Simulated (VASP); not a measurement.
# Si2W (I4/mmm) in VASP: further runs

The runs below take Si2W through single point, with PBE.

Program: VASP 6.6.1. These are calculated values, not measurements. Logs are shortened: lines on timing, memory, paths and dates and some standing lists are left out, and cuts for length are marked.

### Step 1. The cell of the first run

It takes space group I4/mmm (No. 139, tetragonal). The conventional cell has a = 3.374 Å, b = 3.374 Å, c = 7.764 Å, α = 90.00°, β = 90.00°, γ = 90.00°. Within 3.4 Å of Si (site symmetry 4mm) lie 9 Si at 2.55 to 3.37 Å and 5 W at 2.60 to 2.71 Å. Within 3.4 Å of W (site symmetry 4/mmm) lie 10 Si at 2.60 to 2.71 Å and 4 W at 3.37 Å.

### Step 2. Single point, PBE (biaxial strain in the a-b plane: +4.5 %, then relaxed in part)

File INCAR:

```
SYSTEM = Si2W
ALGO = Normal
EDIFF = 1E-6
ENCUT = 520
GGA = PE
ISIF = 2
ISMEAR = 0
LASPH = .TRUE.
LCHARG = .FALSE.
LREAL = .FALSE.
LWAVE = .FALSE.
NBANDS = 31
NELM = 60
PREC = Accurate
SIGMA = 0.1
```

File KPOINTS:

```
k-points
0
G
  12 12 6
  0 0 0
```

File POSCAR:

```
Si2W
1.0
    3.3743001035      0.0000000000      0.0000000000
    0.0000000000      3.3743001035      0.0000000000
    0.0000000000      0.0000000000      7.7643758576
Si W
4 2
Direct
    0.0000000000      0.0000000000      0.3354838186
    0.5000000000      0.5000000000      0.1645161814
    0.5000000000      0.5000000000      0.8354838186
    0.0000000000      0.0000000000      0.6645161814
    0.0000000000      0.0000000000      0.0000000000
    0.5000000000      0.5000000000      0.5000000000
```

Potentials or basis: VASP PAW PBE potentials, release 64 (Si, W_sv).

The run is started by

```sh
cat potpaw_PBE.64/Si/POTCAR potpaw_PBE.64/W_sv/POTCAR > POTCAR
mpirun -np 1 vasp_std > vasp.out
```

OUTCAR:

```text
SYSTEM = Si2W
   EDIFF = 1E-6
   ENCUT = 520
   GGA = PE
   ISIF = 2
   ISMEAR = 0
   LASPH = .TRUE.
   LREAL = .FALSE.
   NELM = 60
   PREC = Accurate

 ion  position               nearest neighbor table
   1  0.000  0.000  0.335-   4 2.55   5 2.60   6 2.71   6 2.71   6 2.71   6 2.71   2 2.73   2 2.73
                             2 2.73   2 2.73
   2  0.500  0.500  0.165-   3 2.55   6 2.60   5 2.71   5 2.71   5 2.71   5 2.71   1 2.73   1 2.73
                             1 2.73   1 2.73
   3  0.500  0.500  0.835-   2 2.55   6 2.60   5 2.71   5 2.71   5 2.71   5 2.71   4 2.73   4 2.73
                             4 2.73   4 2.73
   4  0.000  0.000  0.665-   1 2.55   5 2.60   6 2.71   6 2.71   6 2.71   6 2.71   3 2.73   3 2.73
                             3 2.73   3 2.73
   5  0.000  0.000  0.000-   1 2.60   4 2.60   3 2.71   2 2.71   2 2.71   3 2.71   2 2.71   3 2.71
                             2 2.71   3 2.71
   6  0.500  0.500  0.500-   2 2.60   3 2.60   1 2.71   4 2.71   1 2.71   4 2.71   1 2.71   4 2.71
                             1 2.71   4 2.71

  LATTYP: Found a simple tetragonal cell.
 ALAT       =     3.3743001035
 C/A-ratio  =     2.3010329904

  Lattice vectors:

 A1 = (   3.3743001035,   0.0000000000,   0.0000000000)
 A2 = (   0.0000000000,   3.3743001035,   0.0000000000)
 A3 = (   0.0000000000,   0.0000000000,   7.7643758576)

Analysis of symmetry for initial positions (statically):
=====================================================================
 Subroutine PRICEL returns following result:

  LATTYP: Found a body centered tetragonal cell.
 ALAT       =     3.3743001035
 C/A-ratio  =     2.3010329904

  Lattice vectors:

 A1 = (   1.6871500517,  -1.6871500518,  -3.8821879288)
 A2 = (  -1.6871500517,   1.6871500517,  -3.8821879288)
 A3 = (   1.6871500517,   1.6871500518,   3.8821879288)

   2 primitive cells build up your supercell.

 Routine SETGRP: Setting up the symmetry group for a
 simple tetragonal supercell.

 Subroutine GETGRP returns: Found 16 space group operations
 (whereof 16 operations were pure point group operations)
 out of a pool of 16 trial point group operations.

The static configuration has the point symmetry D_4h.

Analysis of symmetry for dynamics (positions and initial velocities):
=====================================================================
 Subroutine PRICEL returns following result:

  LATTYP: Found a body centered tetragonal cell.
 ALAT       =     3.3743001035
 C/A-ratio  =     2.3010329904

  Lattice vectors:

 A1 = (   1.6871500517,  -1.6871500518,  -3.8821879288)
 A2 = (  -1.6871500517,   1.6871500517,  -3.8821879288)
 A3 = (   1.6871500517,   1.6871500518,   3.8821879288)

   2 primitive cells build up your supercell.

 Routine SETGRP: Setting up the symmetry group for a
 simple tetragonal supercell.

 Subroutine GETGRP returns: Found 16 space group operations
 (whereof 16 operations were pure point group operations)
 out of a pool of 16 trial point group operations.

The dynamic configuration has the point symmetry D_4h.

 Subroutine INISYM returns: Found 16 space group operations
 (whereof 16 operations are pure point group operations),
 and found     2 'primitive' translations

----------------------------------------------------------------------------------------

                                     Primitive cell

  volume of cell :      44.2022

  direct lattice vectors                    reciprocal lattice vectors
     1.687150052 -1.687150052 -3.882187929     0.296357754  0.000000000 -0.128793353
    -1.687150052  1.687150052 -3.882187929     0.000000000  0.296357754 -0.128793353
     1.687150052  1.687150052  3.882187929     0.296357754  0.296357754 -0.000000000

  length of vectors
     4.556789847  4.556789847  4.556789847     0.323134099  0.323134099  0.419113155

  position of ions in fractional coordinates (direct lattice)
     0.664516181  0.664516181  1.000000000
     0.335483819  0.335483819  1.000000000
     0.000000000  0.000000000  0.000000000

  ion indices of the primitive-cell ions
   primitive index   ion index
                 1           1
                 2           4
                 3           5

----------------------------------------------------------------------------------------

 KPOINTS: k-points

Automatic generation of k-mesh.
 Grid dimensions read from file:
 generate k-points for:   12   12    6

 Generating k-lattice:

  Cartesian coordinates                     Fractional coordinates (reciprocal lattice)
     0.024696480  0.000000000  0.000000000     0.083333333  0.000000000  0.000000000
     0.000000000  0.024696480  0.000000000     0.000000000  0.083333333  0.000000000
     0.000000000  0.000000000  0.021465559     0.000000000  0.000000000  0.166666667

  Length of vectors
     0.024696480  0.024696480  0.021465559

  Shift w.r.t. Gamma in fractional coordinates (k-lattice)
     0.000000000  0.000000000  0.000000000

[... 78 lines left out ...]
  ext. energy  EPLUGINS =         0.00000000
  ---------------------------------------------------
  free energy    TOTEN  =       -49.16806100 eV

  energy without entropy =      -49.16486240  energy(sigma->0) =      -49.16646170

 E-fermi :  10.5620     XC(G=0): -12.0993

 val. band max:       10.5304290881   @ k =   0.0833   0.0000   0.3333
 cond. band min:      10.5709595326   @ k =   0.0833   0.0000   0.3333
 fundamental gap:      0.0405304445
 Fermi energy:        10.5620495082

 k-point     1 :       0.0000    0.0000    0.0000
  band No.  band energies     occupation
      1     -63.3517      2.00000
      2     -63.3516      2.00000
      3     -27.5914      2.00000
      4     -27.5914      2.00000
      5     -27.5901      2.00000
      6     -27.5901      2.00000
[... 23 lines left out ...]
     30      15.0159      0.00000
     31      15.7822      0.00000

 k-point     2 :       0.0833    0.0000    0.0000
  band No.  band energies     occupation
      1     -63.3515      2.00000
      2     -63.3514      2.00000
      3     -27.5996      2.00000
      4     -27.5985      2.00000
      5     -27.5906      2.00000
      6     -27.5894      2.00000
[... 23 lines left out ...]
     30      15.1410      0.00000
     31      15.9404      0.00000

 k-point     3 :       0.1667    0.0000    0.0000
  band No.  band energies     occupation
      1     -63.3509      2.00000
      2     -63.3508      2.00000
      3     -27.6222      2.00000
      4     -27.6212      2.00000
      5     -27.5884      2.00000
      6     -27.5873      2.00000
[... 23 lines left out ...]
     30      15.0696      0.00000
     31      15.9312      0.00000

 k-point     4 :       0.2500    0.0000    0.0000
  band No.  band energies     occupation
      1     -63.3500      2.00000
      2     -63.3499      2.00000
      3     -27.6529      2.00000
      4     -27.6521      2.00000
      5     -27.5854      2.00000
      6     -27.5845      2.00000
[... 23 lines left out ...]
     30      15.8109      0.00000
     31      15.9974      0.00000

 k-point     5 :       0.3333    0.0000    0.0000
  band No.  band energies     occupation
      1     -63.3491      2.00000
      2     -63.3491      2.00000
      3     -27.6834      2.00000
      4     -27.6828      2.00000
      5     -27.5823      2.00000
      6     -27.5817      2.00000
[... 23 lines left out ...]
     30      15.2135      0.00000
     31      15.5507      0.00000
[... 542 lines left out ...]
     30      14.9508      0.00000
     31      15.6706      0.00000

 k-point    22 :       0.5000    0.2500    0.0000
  band No.  band energies     occupation
      1     -63.3464      2.00000
      2     -63.3464      2.00000
      3     -27.7052      2.00000
      4     -27.7052      2.00000
      5     -27.6383      2.00000
      6     -27.6383      2.00000
[... 23 lines left out ...]
     30      14.7887      0.00000
     31      16.4629      0.00000

 k-point    23 :       0.3333    0.3333    0.0000
  band No.  band energies     occupation
      1     -63.3465      2.00000
      2     -63.3464      2.00000
      3     -27.6733      2.00000
      4     -27.6719      2.00000
      5     -27.6715      2.00000
      6     -27.6694      2.00000
[... 23 lines left out ...]
     30      14.9466      0.00000
     31      15.3789      0.00000

 k-point    24 :       0.4167    0.3333    0.0000
  band No.  band energies     occupation
      1     -63.3458      2.00000
      2     -63.3458      2.00000
      3     -27.6932      2.00000
      4     -27.6932      2.00000
      5     -27.6688      2.00000
      6     -27.6685      2.00000
[... 23 lines left out ...]
     30      15.2306      0.00000
     31      15.3414      0.00000

 [... further k-points ...]

------------------------ aborting loop because EDIFF is reached ----------------------------------------

  FORCE on cell =-STRESS in cart. coord.  units (eV):
  Direction    XX          YY          ZZ          XY          YZ          ZX
  --------------------------------------------------------------------------------------
  -------------------------------------------------------------------------------------
  Total      -10.1917041    -10.1917041     -0.0003253      0.0000000      0.0000000     -0.0000000
  in kB     -184.7070313   -184.7070313     -0.0058949      0.0000000      0.0000000     -0.0000000
  external PRESSURE =    -123.1399859 kB  Pullay stress =       0.0000000 kB

 VOLUME and BASIS-vectors are now :
 -----------------------------------------------------------------------------
  energy-cutoff  :      520.00
  volume of cell :       88.40
      direct lattice vectors                 reciprocal lattice vectors
     3.374300103  0.000000000  0.000000000     0.296357754  0.000000000  0.000000000
     0.000000000  3.374300103  0.000000000     0.000000000  0.296357754  0.000000000
     0.000000000  0.000000000  7.764375858     0.000000000  0.000000000  0.128793353

 POSITION                                       TOTAL-FORCE (eV/Angst)
 -----------------------------------------------------------------------------------
      0.00000      0.00000      2.60482         0.000000     -0.000000      0.001019
      1.68715      1.68715      1.27737        -0.000000      0.000000     -0.001019
      1.68715      1.68715      6.48701         0.000000      0.000000      0.001019
      0.00000      0.00000      5.15955        -0.000000      0.000000     -0.001019
      0.00000      0.00000      0.00000         0.000000      0.000000     -0.000000
      1.68715      1.68715      3.88219        -0.000000     -0.000000     -0.000000
 -----------------------------------------------------------------------------------
    total drift:                               -0.000000      0.000000      0.000000

  FREE ENERGIE OF THE ION-ELECTRON SYSTEM (eV)
  ---------------------------------------------------
  free  energy   TOTEN  =       -49.1680609970 eV

  energy  without entropy=      -49.1648623982  energy(sigma->0) =      -49.16646170
```

Wall time 4.6 min (1 thread of Intel Xeon Platinum 8259CL at 2.50GHz (Skylake/Cascade Lake), shared host); peak memory 0.37 GiB.

Results:

| Item | Value |
| --- | --- |
| Free energy | -49.1681 eV |
| Pressure | -12.3 GPa |
| Band gap on the k mesh | zero (band 22 reaches 11.08 eV, above the bottom of band 23 at 10.30 eV) |

Levels at points of the mesh, in eV from the Fermi level:
```csv
k point,band 19,band 20,band 21,band 22,band 23,band 24,band 25,band 26
"(0.00, 0.00, 0.00)",-1.05,-1.05,-0.25,-0.25,0.37,0.57,2.10,2.54
"(0.50, 0.00, 0.00)",-1.74,-1.74,-0.67,-0.67,2.06,2.06,2.82,2.82
"(0.50, 0.50, 0.00)",-2.42,-2.42,-1.68,-1.68,2.44,2.44,2.55,2.55
"(0.00, 0.00, 0.50)",-1.77,-1.77,0.47,0.47,1.13,1.13,1.38,1.38
"(0.50, 0.00, 0.50)",-2.23,-2.23,-0.35,-0.35,2.17,2.17,2.50,2.50
"(0.50, 0.50, 0.50)",-2.00,-2.00,-2.00,-2.00,0.31,0.31,2.44,2.44
```

Caveat: the cell differs from its parent crystal (biaxial strain in the a-b plane: +4.5 %, then relaxed in part); spin-orbit coupling is left out, which moves the levels of the heavy elements.

### Step 3. Single point, PBE

This run uses another cell than the first one: it holds 12 atoms, not 6.

File INCAR:

```
PREC = Accurate
ENCUT = 520
EDIFF = 1E-6
ISMEAR = 0
SIGMA = 0.15
LREAL = False
LASPH = True
NELM = 60
ALGO = Normal
ISIF = 2
LWAVE = False
LCHARG = False
GGA = PE
NBANDS = 56
```

File KPOINTS:

```
regular mesh
0
Gamma
  14 14 3
```

File POSCAR:

```
Si2W
1.0
   -3.2289953163      0.0000000000      0.0000000000
    0.0000000000     -3.2289953163      0.0000000000
    0.0000000000      0.0000000000     15.7336556345
Si W
8 4
Direct
    0.5000000000      0.5000000000      0.4172872027
    1.0000000000      1.0000000000      0.1672872027
    0.5000000000      0.5000000000      0.9172872027
    1.0000000000      1.0000000000      0.6672872027
    0.5000000000      0.5000000000      0.5827127973
    1.0000000000      1.0000000000      0.3327127973
    0.5000000000      0.5000000000      0.0827127973
    1.0000000000      1.0000000000      0.8327127973
    0.5000000000      0.5000000000      0.7500000000
    1.0000000000      1.0000000000      0.5000000000
    0.5000000000      0.5000000000      0.2500000000
    1.0000000000      1.0000000000      0.0000000000
```

Potentials or basis: VASP PAW PBE potentials, release 64 (Si, W_sv).

The run is started by

```sh
cat potpaw_PBE.64/Si/POTCAR potpaw_PBE.64/W_sv/POTCAR > POTCAR
mpirun -np 1 vasp_std > vasp.out
```

Wall time 17 min (1 thread of Intel Xeon 8259CL, shared host); peak memory 0.57 GiB.

Results (log left out):

```yaml
Free_energy: -99.2620 eV
Pressure: 0.1 GPa
Band_gap_on_the_k_mesh: zero (band 44 reaches 12.45 eV, above the bottom of band 45 at 11.38 eV)
```

Forces on the atoms (eV/Å):
```
Si   0.000  0.000 -0.002
Si   0.000  0.000 -0.002
Si   0.000  0.000 -0.002
Si   0.000  0.000 -0.002
Si   0.000  0.000  0.002
Si   0.000  0.000  0.002
Si   0.000  0.000  0.002
Si   0.000  0.000  0.002
W    0.000  0.000  0.000
W    0.000  0.000  0.000
W    0.000  0.000  0.000
W    0.000  0.000  0.000
```

Levels at points of the mesh, in eV from the Fermi level:
| k point | band 42 | band 43 | band 44 | band 45 | band 46 | band 47 |
| --- | --- | --- | --- | --- | --- | --- |
| (0.00, 0.00, 0.00) | -0.51 | 0.59 | 0.67 | 0.67 | 0.76 | 1.45 |
| (0.50, 0.00, 0.00) | -0.69 | -0.44 | -0.44 | 2.11 | 2.11 | 2.63 |
| (0.50, 0.50, 0.00) | -2.42 | -1.77 | -1.77 | 0.02 | 0.02 | 2.72 |

Caveat: spin-orbit coupling is left out, which moves the levels of the heavy elements.

### Step 4. Single point, PBE

This run uses another cell than the first one: it holds 3 atoms, not 6.

File INCAR:

```
ALGO = Normal
EDIFF = 1E-6
ENCUT = 520
GGA = PE
ISIF = 2
ISMEAR = 0
LASPH = True
LCHARG = False
LREAL = False
LWAVE = False
NBANDS = 18
NELM = 60
PREC = Accurate
SIGMA = 0.15
```

File KPOINTS:

```
k-points
0
Gamma
  20 20 20
```

File POSCAR:

```
Si2W
1.0
   -1.6144976568      1.6144976568      3.9334139095
    1.6144976568     -1.6144976568      3.9334139095
    1.6144976568      1.6144976568     -3.9334139095
Si W
2 1
Direct
    0.3345744059      0.3345744059      0.0000000000
    0.6654255941      0.6654255941      0.0000000000
    0.0000000000      0.0000000000      0.0000000000
```

The run is started by

```sh
cat potpaw_PBE.64/Si/POTCAR potpaw_PBE.64/W_sv/POTCAR > POTCAR
mpirun -np 1 vasp_std > vasp.out
```

Run time: 13 min. Hardware: 1 thread of Oxide Virtual Turin-like, shared host; peak memory 0.53 GiB.

Results (log left out):

```yaml
Free_energy: -24.8162 eV
Pressure: 0.1 GPa
Largest_force: 0.004 eV/Å
Band_gap_on_the_k_mesh: zero (band 11 reaches 12.47 eV, above the bottom of band 12 at 11.19 eV)
```

Forces on the atoms (eV/Å):
```
Si   0.000  0.000 -0.004
Si   0.000  0.000  0.004
W    0.000  0.000  0.000
```

Levels at points of the mesh, in eV from the Fermi level:
| k point | band 8 | band 9 | band 10 | band 11 | band 12 | band 13 | band 14 | band 15 |
| --- | --- | --- | --- | --- | --- | --- | --- | --- |
| (0.00, 0.00, 0.00) | -3.24 | -2.80 | -2.80 | 0.61 | 2.66 | 2.99 | 3.04 | 3.04 |
| (0.50, 0.00, 0.00) | -4.80 | -2.74 | -2.70 | -0.41 | 2.66 | 2.77 | 3.91 | 4.32 |
| (0.50, 0.50, 0.00) | -5.49 | -4.95 | -3.18 | -1.75 | 2.74 | 2.92 | 3.07 | 3.86 |
| (0.50, 0.50, 0.50) | -2.53 | -0.84 | -0.84 | -0.48 | -0.48 | 0.79 | 4.45 | 4.74 |

Caveat: spin-orbit coupling is left out, which moves the levels of the heavy elements.

### Step 5. Single point, PBE

This run uses another cell than the first one: it holds 3 atoms, not 6.

File INCAR:

```
  PREC = Accurate
  ENCUT = 520
  EDIFF = 1E-7
  ISMEAR = 0
  SIGMA = 0.15
  LREAL = False
  LASPH = True
  NELM = 80
  ALGO = Normal
  ISIF = 2
  LWAVE = False
  LCHARG = False
  GGA = PE
  NBANDS = 18
```

File KPOINTS:

```
regular mesh
0
Gamma
  22 22 22
```

POSCAR is that of step 4.

The run is started by

```sh
cat potpaw_PBE.64/Si/POTCAR potpaw_PBE.64/W_sv/POTCAR > POTCAR
mpirun -np 1 vasp_std > vasp.out
```

It took 20 min on 1 thread of Oxide Virtual Turin-like, shared host; peak memory 0.64 GiB.

It converged, with:

- Free energy: -24.8161 eV
- Pressure: 0.1 GPa
- Largest force: 0.005 eV/Å
- Band gap on the k mesh: zero (band 11 reaches 12.48 eV, above the bottom of band 12 at 11.20 eV)

Forces on the atoms (eV/Å):
```
Si   0.000  0.000 -0.005
Si   0.000  0.000  0.005
W    0.000  0.000  0.000
```

Levels at points of the mesh, in eV from the Fermi level:
```csv
k point,band 9,band 10,band 11,band 12,band 13,band 14
"(0.00, 0.00, 0.00)",-2.80,-2.80,0.61,2.66,2.99,3.04
"(0.50, 0.00, 0.00)",-2.74,-2.71,-0.41,2.66,2.76,3.91
"(0.50, 0.50, 0.00)",-4.96,-3.19,-1.75,2.74,2.92,3.07
"(0.50, 0.50, 0.50)",-0.84,-0.84,-0.48,-0.48,0.78,4.45
```

Caveat: spin-orbit coupling is left out, which moves the levels of the heavy elements.

### Step 6. The runs side by side

```csv
cell,k mesh,smearing,gap on the mesh (eV),pressure (GPa)
"a = 3.374, b = 3.374, c = 7.764 Å, 6 atoms",12 × 12 × 6,gaussian 0.1 eV,none,-12.3
"a = 3.229, b = 3.229, c = 15.734 Å, 12 atoms",14 × 14 × 3,gaussian 0.15 eV,none,0.1
"a = 4.548 Å, angles 138.4, 138.4, 60.3°, 3 atoms",20 × 20 × 20,gaussian 0.15 eV,none,0.1
"a = 4.548 Å, angles 138.4, 138.4, 60.3°, 3 atoms",22 × 22 × 22,gaussian 0.15 eV,none,0.1
```

Alike in all rows: task single point; level PBE; potentials or basis VASP PAW PBE potentials, release 64 (Si, W_sv); no spin polarisation; cutoff (eV) 520.

Caveats: spin-orbit coupling is left out, which moves the levels of the heavy elements.

Total energies depend on the potentials used, so only differences within one code and one set of settings carry meaning.
